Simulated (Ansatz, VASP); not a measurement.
# Ga: VASP beside Ansatz

INCAR

```
SYSTEM = Ga
ALGO     = Normal         ! electronic algorithm
EDIFF    = 1E-7           ! SCF threshold, eV
ENCUT    = 520            ! plane-wave cutoff, eV
ISIF     = 2              ! what is computed and relaxed
ISMEAR   = -1             ! smearing method
LASPH    = .True.         ! aspherical terms in the spheres
LCHARG   = .False.        ! write CHGCAR
LREAL    = .False.        ! projectors in reciprocal space
LWAVE    = .False.        ! write WAVECAR
NBANDS   = 20             ! bands
NELM     = 100            ! most SCF steps
PREC     = Accurate       ! precision mode
SIGMA    = 0.08           ! smearing width, eV
```

KPOINTS

```
k-points
0
Gamma
  12 12 10
  0 0 0
```

POSCAR

```
Ga
1.0
    1.4296750000     -4.0577500000     -0.0130750000
    1.4703250000      4.0722500000      0.0275750000
    0.0158500000      0.0158500000      3.1700000000
Ga
2
Direct
    0.8670000000      0.1330000000      0.2500000000
    0.1330000000      0.8670000000      0.7500000000
```

Input for Ansatz:

```yaml
crystal:
  lattice:
    - [1.429675, -4.05775, -0.013075]
    - [1.470325, 4.07225, 0.027575]
    - [0.01585, 0.01585, 3.17]
  atoms:
    - { symbol: Ga, position: [0.867, 0.133, 0.25] }
    - { symbol: Ga, position: [0.133, 0.867, 0.75] }
kpoints:
  mp_grid: { grid: [12, 12, 10] }
  band_path:
    path:
      - [0.0, 0.0, 0.0]
      - [0.5, -0.5, 0.0]
      - [0.0, 0.0, 0.5]
      - [0.0, 0.0, 0.0]
      - [0.0, -0.5, 0.0]
      - [-0.5, 0.0, -0.5]
      - [0.0, 0.0, 0.0]
      - [0.0, -0.5, -0.5]
      - [-0.5, 0.0, 0.0]
    npoints: 5
scf:
  occupations: { method: fermi_dirac, width: 0.08 }
hamiltonian:
  xc: lda
  pseudopotentials: { kind: all_electron, lapw: { basis_error: 0.001 } }
output:
  forces: true
  stress: true
  eigenvalues: true
```

Change from the starting cell: equal xy, yz and zx shear strains of +1 %.

Alike in both runs: task single point; functional LDA; k mesh 12 × 12 × 10; occupations fermi-dirac, width 0.08 eV; no spin polarisation.

|  | VASP | Ansatz |
| --- | --- | --- |
| version | VASP 6.6.1 | Ansatz 0.2.0 |
| potentials or method | VASP PAW LDA potentials, release 64 (Ga_d), cutoff 520 eV | all-electron LAPW, scalar-relativistic |

```tsv
	VASP	Ansatz	Ansatz less VASP
pressure (GPa)	-3.7	-3.8	-0.10
traceless stress, the component that is largest in VASP (GPa)	-2.07	-2.06	+0.009
rms of the force components (eV/Å)	0.104	0.102	-0.0019
```

LDA's correlation is that of Perdew and Zunger in VASP and of Perdew and Wang (1992) in Ansatz. Atom by atom the forces differ by 0.002 eV/Å (rms over components). Ansatz ran all-electron here, and VASP with PAW potentials.
